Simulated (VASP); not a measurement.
# Sn (R-3m) in VASP: further runs

Runs on Sn. Level: r2SCAN. Tasks: single point.

All numbers are computed with VASP 6.6.1; they aren't measurements. Logs are shortened: lines on timing, memory, paths and dates and some standing lists are left out, and cuts for length are marked.

## 1. The cell of the first run

It takes space group R-3m (No. 166, trigonal). The conventional cell has a = 8.197 Å, b = 8.197 Å, c = 22.923 Å, α = 90.00°, β = 90.00°, γ = 120.00°. Sn (site symmetry m) has 6 Sn at 3.08 to 3.24 Å within 4.0 Å. Sn (site symmetry m) has 7 Sn at 3.08 to 3.24 Å within 4.1 Å.

## 2. Single point, r2SCAN

Input file POSCAR:

```
Sn
1.0
    4.0985415878      2.3662940890      7.6411149926
   -4.0985415878      2.3662940890      7.6411149926
    0.0000000000     -4.7325881780      7.6411149926
Sn
12
Direct
    0.0248508385      0.6388089782      0.0248508385
    0.0248508385      0.0248508385      0.6388089782
    0.6388089782      0.0248508385      0.0248508385
    0.9751491615      0.3611910218      0.9751491615
    0.3611910218      0.9751491615      0.9751491615
    0.9751491615      0.9751491615      0.3611910218
    0.2354066117      0.6161545840      0.2354066117
    0.2354066117      0.2354066117      0.6161545840
    0.6161545840      0.2354066117      0.2354066117
    0.7645933883      0.3838454160      0.7645933883
    0.3838454160      0.7645933883      0.7645933883
    0.7645933883      0.7645933883      0.3838454160
```

Input file INCAR.step1:

```
SYSTEM = Sn
  ALGO = Normal
  EDIFF = 1E-4
  ENCUT = 520
  GGA = PE
  ISMEAR = 0
  KPAR = 4
  LASPH = .True.
  LCHARG = .False.
  LREAL = .False.
  LWAVE = .True.
  NBANDS = 96
  NELM = 60
  PREC = Accurate
  SIGMA = 0.1
```

Input file INCAR.step2:

```
SYSTEM = Sn
  ALGO = Normal
  EDIFF = 1E-7
  ENCUT = 520
  ISIF = 2
  ISMEAR = 0
  ISTART = 1
  KPAR = 4
  LASPH = .True.
  LCHARG = .True.
  LMIXTAU = .True.
  LREAL = .False.
  LVHAR = .True.
  LWAVE = .False.
  METAGGA = R2SCAN
  NBANDS = 96
  NELM = 60
  PREC = Accurate
  SIGMA = 0.1
```

Input file KPOINTS:

```
k-points
0
Gamma
  3 3 3
  0 0 0
```

Potentials or basis: VASP PAW PBE potentials, release 64 (Sn_d).

Started as:

```sh
$ cat potpaw_PBE.64/Sn_d/POTCAR > POTCAR
$ cp INCAR.step1 INCAR
$ mpirun -np 4 vasp_std > vasp.out
$ cp INCAR.step2 INCAR
$ mpirun -np 4 vasp_std > vasp.out
```

OUTCAR:

```text
SYSTEM = Sn
   EDIFF = 1E-7
   ENCUT = 520
   ISIF = 2
   ISMEAR = 0
   ISTART = 1
   LASPH = .True.
   LREAL = .False.
   METAGGA = R2SCAN
   NELM = 60
   PREC = Accurate

 ion  position               nearest neighbor table
   1  0.025  0.639  0.025-   4 3.08  11 3.08  12 3.08   2 3.16   3 3.16   7 3.24
   2  0.025  0.025  0.639-   6 3.08  10 3.08  11 3.08   3 3.16   1 3.16   8 3.24
   3  0.639  0.025  0.025-   5 3.08  10 3.08  12 3.08   2 3.16   1 3.16   9 3.24
   4  0.975  0.361  0.975-   1 3.08   9 3.08   8 3.08   6 3.16   5 3.16  10 3.24
   5  0.361  0.975  0.975-   3 3.08   7 3.08   8 3.08   6 3.16   4 3.16  11 3.24
   6  0.975  0.975  0.361-   2 3.08   7 3.08   9 3.08   4 3.16   5 3.16  12 3.24
   7  0.235  0.616  0.235-   5 3.08   6 3.08   8 3.12   9 3.12  11 3.22  12 3.22   1 3.24
   8  0.235  0.235  0.616-   4 3.08   5 3.08   7 3.12   9 3.12  10 3.22  11 3.22   2 3.24
   9  0.616  0.235  0.235-   4 3.08   6 3.08   8 3.12   7 3.12  10 3.22  12 3.22   3 3.24
  10  0.765  0.384  0.765-   3 3.08   2 3.08  12 3.12  11 3.12   9 3.22   8 3.22   4 3.24
  11  0.384  0.765  0.765-   1 3.08   2 3.08  12 3.12  10 3.12   7 3.22   8 3.22   5 3.24
  12  0.765  0.765  0.384-   1 3.08   3 3.08  10 3.12  11 3.12   7 3.22   9 3.22   6 3.24

  LATTYP: Found a trigonal (rhomboedric) cell.
 ALAT       =     8.9879936133
 COS(alpha) =     0.5841246515

  Lattice vectors:

 A1 = (   4.0985415878,   2.3662940890,   7.6411149926)
 A2 = (  -4.0985415878,   2.3662940890,   7.6411149926)
 A3 = (   0.0000000000,  -4.7325881780,   7.6411149926)

Analysis of symmetry for initial positions (statically):
=====================================================================
 Subroutine PRICEL returns:
 Original cell was already a primitive cell.

 Routine SETGRP: Setting up the symmetry group for a
 trigonal (rhombohedral) supercell.

 Subroutine GETGRP returns: Found 12 space group operations
 (whereof 12 operations were pure point group operations)
 out of a pool of 12 trial point group operations.

The static configuration has the point symmetry D_3d.

Analysis of symmetry for dynamics (positions and initial velocities):
=====================================================================
 Subroutine PRICEL returns:
 Original cell was already a primitive cell.

 Routine SETGRP: Setting up the symmetry group for a
 trigonal (rhombohedral) supercell.

 Subroutine GETGRP returns: Found 12 space group operations
 (whereof 12 operations were pure point group operations)
 out of a pool of 12 trial point group operations.

The dynamic configuration has the point symmetry D_3d.

 Subroutine INISYM returns: Found 12 space group operations
 (whereof 12 operations are pure point group operations),
 and found     1 'primitive' translations

----------------------------------------------------------------------------------------

                                     Primitive cell

  volume of cell :     444.6375

  direct lattice vectors                    reciprocal lattice vectors
     4.098541588  2.366294089  7.641114993     0.121994614  0.070433623  0.043623651
    -4.098541588  2.366294089  7.641114993    -0.121994614  0.070433623  0.043623651
     0.000000000 -4.732588178  7.641114993     0.000000000 -0.140867247  0.043623651

  length of vectors
     8.987993613  8.987993613  8.987993613     0.147467299  0.147467299  0.147467299

  position of ions in fractional coordinates (direct lattice)
     0.024850839  0.638808978  0.024850839
     0.024850839  0.024850839  0.638808978
     0.638808978  0.024850839  0.024850839
     0.975149161  0.361191022  0.975149161
     0.361191022  0.975149161  0.975149161
     0.975149161  0.975149161  0.361191022
     0.235406612  0.616154584  0.235406612
     0.235406612  0.235406612  0.616154584
     0.616154584  0.235406612  0.235406612
     0.764593388  0.383845416  0.764593388
     0.383845416  0.764593388  0.764593388
     0.764593388  0.764593388  0.383845416

  ion indices of the primitive-cell ions
   primitive index   ion index
                 1           1
                 2           2
                 3           3
                 4           4
                 5           5
                 6           6
                 7           7
                 8           8
                 9           9
                10          10
                11          11
                12          12

----------------------------------------------------------------------------------------

 KPOINTS: k-points

Automatic generation of k-mesh.
 Grid dimensions read from file:
 generate k-points for:    3    3    3

 Generating k-lattice:

  Cartesian coordinates                     Fractional coordinates (reciprocal lattice)
     0.040664871  0.023477874  0.014541217     0.333333333  0.000000000  0.000000000
    -0.040664871  0.023477874  0.014541217     0.000000000  0.333333333  0.000000000
     0.000000000 -0.046955749  0.014541217     0.000000000  0.000000000  0.333333333

  Length of vectors
     0.049155766  0.049155766  0.049155766

  Shift w.r.t. Gamma in fractional coordinates (k-lattice)
     0.000000000  0.000000000  0.000000000

 Subroutine IBZKPT returns following result:
 ===========================================

 Found      6 irreducible k-points:

 Following reciprocal coordinates:
            Coordinates               Weight
  0.000000  0.000000  0.000000      1.000000
  0.333333  0.000000  0.000000      6.000000
  0.333333  0.333333  0.000000      6.000000
 -0.333333  0.333333  0.000000      6.000000
  0.333333  0.333333  0.333333      2.000000
 -0.333333  0.333333  0.333333      6.000000
   k-points           NKPTS =      6   k-points in BZ     NKDIM =      6   number of bands    NBANDS=     96
   number of dos      NEDOS =    301   number of ions     NIONS =     12
   total plane-waves  NPLWV = 343000
   dimension x,y,z NGX =    70 NGY =   70 NGZ =   70
   dimension x,y,z NGXF=   140 NGYF=  140 NGZF=  140
   ions per type =              12
   NGX,Y,Z   is equivalent  to a cutoff of  12.95, 12.95, 12.95 a.u.
   NGXF,Y,Z  is equivalent  to a cutoff of  25.90, 25.90, 25.90 a.u.
 SYSTEM =  Sn
   PREC   = accura    normal or accurate (medium, high low for compatibility)
   ISTART =      1    job   : 0-new  1-cont  2-samecut
   ICHARG =      0    charge: 1-file 2-atom 10-const
   ISPIN  =      1    spin polarized calculation?
   LNONCOLLINEAR =      F non collinear calculations
   LSORBIT =      F    spin-orbit coupling
   LASPH  =      T    aspherical Exc in radial PAW
   ENCUT  =  520.0 eV  38.22 Ry    6.18 a.u.  16.71 16.71 16.71*2*pi/ulx,y,z
   NELM   =     60;   NELMIN=  2; NELMDL=  0     # of ELM steps
   EDIFF  = 0.1E-06   stopping-criterion for ELM
   LREAL  =      F    real-space projection
   EDIFFG = 0.1E-05   stopping-criterion for IOM
   NSW    =      0    number of steps for IOM
   IBRION =     -1    ionic relax: 0-MD 1-quasi-New 2-CG
   NFREE  =      0    steps in history (QN), initial steepest desc. (CG)
   ISIF   =      2    stress and relaxation
   ISYM   =      2    0-nonsym 1-usesym 2-fastsym
   POTIM  = 0.5000    time-step for ionic-motion
   TEBEG  =    0.0;   TEEND  =   0.0 temperature during run
   PSTRESS=    0.0 pullay stress
   NELECT =     168.0000    total number of electrons
   NUPDOWN=      -1.0000    fix difference up-down
   EMIN   =  10.00;   EMAX   =-10.00  energy-range for DOS
   EFERMI =   0.00;   METHOD = LEGACY
   ISMEAR =     0;   SIGMA  =   0.10  broadening in eV -4-tet -1-fermi 0-gaus
   EFERMI_NEDOS =   21; number of points for ismear=-14 and -15
   IALGO  =     38    algorithm
   IMIX   =      4    mixing-type and parameters
     AMIX     =   0.40;   BMIX     =  1.00
     AMIX_MAG =   1.60;   BMIX_MAG =  1.00
  volume/ion in A,a.u.               =      37.05       250.05
  Fermi-wavevector in a.u.,A,eV,Ry     =   1.183521  2.236530 19.057974  1.400722
  Thomas-Fermi vector in A             =   2.319754
   LORBIT       =      0    0 simple, 1 ext, 2 COOP (PROOUT), +10 PAW based schemes
   METAGGA = R2SCAN    functional components
   LHFCALC =     F    Hartree Fock is set to
   AEXX    =    0.0000 exact exchange contribution
   IVDW    =     0    specifies the selected vdW correction
   LEPSILON=     F    determine dielectric tensor
   LRPA    =     F    only Hartree local field effects (RPA)
 non-spin polarized calculation
 Gauss-broadening in eV      SIGMA  =   0.10
  energy-cutoff  :      520.00
  volume of cell :      444.64
 maximum number of plane-waves:     11999
 NGX is ok and might be reduce to    70
   NGX = 33   NGY = 33   NGZ = 33

 number of electron     168.0000020 magnetization

 Free energy of the ion-electron system (eV)
  ---------------------------------------------------
  ext. energy  EPLUGINS =         0.00000000
  ---------------------------------------------------
  free energy    TOTEN  =      -293.23994062 eV

  energy without entropy =     -293.22665183  energy(sigma->0) =     -293.23329622

 E-fermi :   5.0842     XC(G=0):  -9.2297

 val. band max:        5.0480126429   @ k =   0.0000   0.0000   0.0000
 cond. band min:       5.1071453480   @ k =   0.3333   0.3333   0.3333
 fundamental gap:      0.0591327051
 Fermi energy:         5.0841536712

 k-point     1 :       0.0000    0.0000    0.0000
  band No.  band energies     occupation
      1     -17.4928      2.00000
      2     -17.4763      2.00000
      3     -17.4763      2.00000
      4     -17.4726      2.00000
      5     -17.4619      2.00000
      6     -17.4577      2.00000
[... 88 lines left out ...]
     95       7.6464      0.00000
     96       7.6464      0.00000

 k-point     2 :       0.3333    0.0000    0.0000
  band No.  band energies     occupation
      1     -17.4945      2.00000
      2     -17.4826      2.00000
      3     -17.4813      2.00000
      4     -17.4696      2.00000
      5     -17.4548      2.00000
      6     -17.4523      2.00000
[... 484 lines left out ...]
     95       7.9888      0.00000
     96       8.0346      0.00000

------------------------ aborting loop because EDIFF is reached ----------------------------------------

  FORCE on cell =-STRESS in cart. coord.  units (eV):
  Direction    XX          YY          ZZ          XY          YZ          ZX
  --------------------------------------------------------------------------------------
  -------------------------------------------------------------------------------------
  Total       -0.0710336     -0.0710336      0.0467605      0.0000000      0.0000000     -0.0000000
  in kB       -0.2559579     -0.2559579      0.1684939      0.0000000      0.0000000     -0.0000000
  external PRESSURE =      -0.1144740 kB  Pullay stress =       0.0000000 kB

 VOLUME and BASIS-vectors are now :
 -----------------------------------------------------------------------------
  energy-cutoff  :      520.00
  volume of cell :      444.64
      direct lattice vectors                 reciprocal lattice vectors
     4.098541588  2.366294089  7.641114993     0.121994614  0.070433623  0.043623651
    -4.098541588  2.366294089  7.641114993    -0.121994614  0.070433623  0.043623651
     0.000000000 -4.732588178  7.641114993     0.000000000 -0.140867247  0.043623651

 POSITION                                       TOTAL-FORCE (eV/Angst)
 -----------------------------------------------------------------------------------
     -2.51633      1.45281      5.26099        -0.006350      0.003666     -0.014973
      0.00000     -2.90561      5.26099         0.000000     -0.007332     -0.014973
      2.51633      1.45281      5.26099         0.006350      0.003666     -0.014973
      2.51633     -1.45281     17.66236         0.006350     -0.003666      0.014973
     -2.51633     -1.45281     17.66236        -0.006350     -0.003666      0.014973
      0.00000      2.90561     17.66236         0.000000      0.007332      0.014973
     -1.56051      0.90096      8.30565         0.012107     -0.006990      0.009400
      0.00000     -1.80192      8.30565         0.000000      0.013979      0.009400
      1.56051      0.90096      8.30565        -0.012107     -0.006990      0.009400
      1.56051     -0.90096     14.61770        -0.012107      0.006990     -0.009400
     -1.56051     -0.90096     14.61770         0.012107      0.006990     -0.009400
      0.00000      1.80192     14.61770         0.000000     -0.013979     -0.009400
 -----------------------------------------------------------------------------------
    total drift:                                0.000000     -0.000000     -0.000000

  FREE ENERGIE OF THE ION-ELECTRON SYSTEM (eV)
  ---------------------------------------------------
  free  energy   TOTEN  =      -293.2399406175 eV

  energy  without entropy=     -293.2266518254  energy(sigma->0) =     -293.23329622
```

Wall time 13 min (4 MPI ranks of Intel Xeon Platinum 8259CL at 2.50GHz (Skylake/Cascade Lake), shared host); peak memory 0.84 GiB.

Results:

| Property | Result |
| --- | --- |
| Free energy | -293.2399 eV |
| Pressure | 0.0 GPa |
| Largest force | 0.017 eV/Å |
| Band gap on the k mesh | zero (bands 84 and 85 overlap by 0.63 eV) |

Forces in eV/Å, atoms in the order of the input:
```
Sn  -0.006  0.004 -0.015
Sn   0.000 -0.007 -0.015
Sn   0.006  0.004 -0.015
Sn   0.006 -0.004  0.015
Sn  -0.006 -0.004  0.015
Sn   0.000  0.007  0.015
Sn   0.012 -0.007  0.009
Sn   0.000  0.014  0.009
Sn  -0.012 -0.007  0.009
Sn  -0.012  0.007 -0.009
Sn   0.012  0.007 -0.009
Sn   0.000 -0.014 -0.009
```

Caveat: the PAW data sets were made with another functional, which shifts forces and pressure a little; spin-orbit coupling is left out, which moves the levels of the heavy elements.

## 3. Single point, r2SCAN

This run uses another cell than the first one, of 37.73 Å³/atom.

Input file POSCAR:

```
Sn
1.0
    4.2476406151      2.4523764526      7.2439354881
   -4.2476406151      2.4523764526      7.2439354881
    0.0000000000     -4.9047529050      7.2439354881
Sn
12
Direct
    0.0101900000      0.6536100000      0.0101900000
    0.0101900000      0.0101900000      0.6536100000
    0.6536100000      0.0101900000      0.0101900000
    0.9898100000      0.3463900000      0.9898100000
    0.3463900000      0.9898100000      0.9898100000
    0.9898100000      0.9898100000      0.3463900000
    0.2211800000      0.6306000000      0.2211800000
    0.2211800000      0.2211800000      0.6306000000
    0.6306000000      0.2211800000      0.2211800000
    0.7788200000      0.3694000000      0.7788200000
    0.3694000000      0.7788200000      0.7788200000
    0.7788200000      0.7788200000      0.3694000000
```

Input file INCAR.step1:

```
PREC     = Accurate       # precision mode
ENCUT    = 520            # plane-wave cutoff, eV
ISMEAR   = 0              # smearing method
SIGMA    = 0.1            # smearing width, eV
LREAL    = F              # projectors in reciprocal space
LASPH    = T              # aspherical terms in the spheres
NELM     = 80             # most SCF steps
NBANDS   = 96             # bands
GGA      = PE             # functional
ALGO     = Normal         # electronic algorithm
EDIFF    = 1E-4           # SCF threshold, eV
LWAVE    = T              # write WAVECAR
LCHARG   = F              # write CHGCAR
KPAR     = 4
```

Input file INCAR.step2:

```
PREC     = Accurate       # precision mode
ENCUT    = 520            # plane-wave cutoff, eV
EDIFF    = 1E-6           # SCF threshold, eV
ISMEAR   = 0              # smearing method
SIGMA    = 0.1            # smearing width, eV
LREAL    = F              # projectors in reciprocal space
LASPH    = T              # aspherical terms in the spheres
NELM     = 80             # most SCF steps
ALGO     = Normal         # electronic algorithm
ISIF     = 2              # what is computed and relaxed
LWAVE    = F              # write WAVECAR
LCHARG   = F              # write CHGCAR
METAGGA  = R2SCAN         # meta-GGA
LMIXTAU  = T            
NBANDS   = 96             # bands
ISTART   = 1            
KPAR     = 4
```

Input file KPOINTS:

```
regular mesh
0
Gamma
  3 3 3
```

Potentials or basis: VASP PAW PBE potentials, release 64 (Sn_d).

Started as:

```sh
$ cat potpaw_PBE.64/Sn_d/POTCAR > POTCAR
$ cp INCAR.step1 INCAR
$ mpirun -np 4 vasp_std > vasp.out
$ cp INCAR.step2 INCAR
$ mpirun -np 4 vasp_std > vasp.out
```

Wall time 11 min (4 MPI ranks of Intel Xeon Platinum 8259CL at 2.50GHz (Skylake/Cascade Lake), shared host); peak memory 0.84 GiB.

The run converged. Its results:

```
Free energy            : -292.5718 eV
Pressure               : 1.4 GPa
Largest force          : 0.658 eV/Å
Band gap on the k mesh : zero (bands 84 and 85 overlap by 0.35 eV)
```

Forces in eV/Å, atoms in the order of the input:
```
Sn   0.059 -0.034  0.165
Sn   0.000  0.069  0.165
Sn  -0.059 -0.034  0.165
Sn  -0.059  0.034 -0.165
Sn   0.059  0.034 -0.165
Sn   0.000 -0.069 -0.165
Sn   0.559 -0.323  0.131
Sn   0.000  0.645  0.131
Sn  -0.559 -0.323  0.131
Sn  -0.559  0.323 -0.131
Sn   0.559  0.323 -0.131
Sn   0.000 -0.645 -0.131
```

Stress tensor (GPa, compression positive):
```
0.68 0.00 0.00
0.00 0.68 0.00
0.00 0.00 2.97
```

Levels at points of the mesh, in eV from the Fermi level:
```tsv
k point	band 80	band 81	band 82	band 83	band 84	band 85	band 86	band 87	band 88	band 89
(0.00, 0.00, 0.00)	-1.87	-0.21	0.08	0.08	0.13	0.13	0.37	0.37	0.89	1.74
```

Caveat: the PAW data sets were made with another functional, which shifts forces and pressure a little; spin-orbit coupling is left out, which moves the levels of the heavy elements.

The gap in the log of VASP goes by the Fermi energy; the results here count the filled bands.